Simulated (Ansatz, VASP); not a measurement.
**Two plane-wave programs on GaP**

The input INCAR:

```
SYSTEM = GaP
ALGO     = Normal         ! electronic algorithm
EDIFF    = 1E-6           ! SCF threshold, eV
ENCUT    = 500            ! plane-wave cutoff, eV
GGA      = PS             ! functional
GGA_COMPAT= .FALSE.      
ISIF     = 2              ! what is computed and relaxed
ISMEAR   = -1             ! smearing method
LASPH    = .TRUE.         ! aspherical terms in the spheres
LCHARG   = .FALSE.        ! write CHGCAR
LREAL    = .FALSE.        ! projectors in reciprocal space
LWAVE    = .FALSE.        ! write WAVECAR
NBANDS   = 16             ! bands
NELM     = 120            ! most SCF steps
PREC     = Accurate       ! precision mode
SIGMA    = 0.05           ! smearing width, eV
```

The input KPOINTS:

```
k-points
0
G
  7 7 7
  0 0 0
```

POSCAR

```
GaP
1.0
    0.0000000000      2.6979975000      2.7252500000
    2.6979975000      0.0000000000      2.7252500000
    2.6979975000      2.6979975000      0.0000000000
Ga P
1 1
Direct
    0.0000000000      0.0000000000      0.0000000000
    0.7500000000      0.7500000000      0.7500000000
```

Contents of input.yaml:

```yaml
crystal:
  lattice:
    - [0.0, 2.6979975, 2.72525]
    - [2.6979975, 0.0, 2.72525]
    - [2.6979975, 2.6979975, 0.0]
  atoms:
    - { symbol: Ga, position: [0.0, 0.0, 0.0] }
    - { symbol: P, position: [0.75, 0.75, 0.75] }
hamiltonian:
  xc: pbesol
  pseudopotentials: { kind: paw }
kpoints:
  mp_grid: { grid: [7, 7, 7] }
scf:
  occupations: { method: fermi_dirac, width: 0.05 }
output:
  forces: true
  stress: true
  eigenvalues: true
```

Alike in both runs: task single point; functional PBEsol; k mesh 7 × 7 × 7; occupations fermi-dirac, width 0.05 eV; no spin polarisation.

```csv
,VASP,Ansatz
version,VASP 6.6.1,Ansatz 0.2.0
potentials or method,"VASP PAW PBE potentials, release 64 (Ga_d, P)",Ansatz PAW
plane-wave cutoff (eV),500,420
valence electrons in the cell,18,18
```

```tsv
	VASP	Ansatz	Ansatz less VASP
gap on the k mesh at the Fermi level (eV)	1.38	1.38	-0.002
least direct gap on the mesh (eV)	1.90	1.89	-0.008
pressure (GPa)	1.1	1.2	+0.11
traceless stress, the component that is largest in VASP (GPa)	-0.51	-0.51	+0.003
```

VASP's potentials were made for PBE, not for PBEsol.

Noted on Ansatz's run: odd divisions of the mesh miss points on the zone boundary, where band edges often lie, so the gap on the mesh can be too wide.
